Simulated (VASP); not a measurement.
Here is a VASP 6.6.1 calculation.

The input INCAR:

```
ALGO = Normal
DIPOL = 0.5 0.5 0.500
EDIFF = 1E-7
ENCUT = 520
GGA = PS
IDIPOL = 3
ISIF = 2
ISMEAR = -1
LASPH = T
LCHARG = F
LDIPOL = T
LREAL = F
LWAVE = F
NBANDS = 20
NELM = 60
PREC = Accurate
SIGMA = 0.1
```

The input KPOINTS:

```
k-points
0
Gamma
  7 7 1
```

File POSCAR:

```
Cs
1.0
    5.3854783536      0.0000000000      0.0000000000
   -2.6927391768      4.6639610658      0.0000000000
    0.0000000000      0.0000000000     28.7944000000
Cs
3
Direct
    0.1666666665      0.3333333335      0.3472888944
    0.5000000005      0.9999999995      0.4999999995
    0.8333333335      0.6666666665      0.6527111056
```

Potentials or basis: VASP PAW PBE potentials, release 64 (Cs_sv).

Command:

```bash
$ cat potpaw_PBE.64/Cs_sv/POTCAR > POTCAR
$ mpirun -np 1 vasp_std > vasp.out
```

(1) Predict the largest force.

(2) What does it give for the band gap on the k mesh?

Answers

(1) 0.009 eV/Å.

(2) zero (an odd number of electrons rules out a gap without spin polarisation).

Caveat: the PAW data sets were made with another functional, which shifts forces and pressure a little; spin-orbit coupling is left out, which moves the levels of the heavy elements.
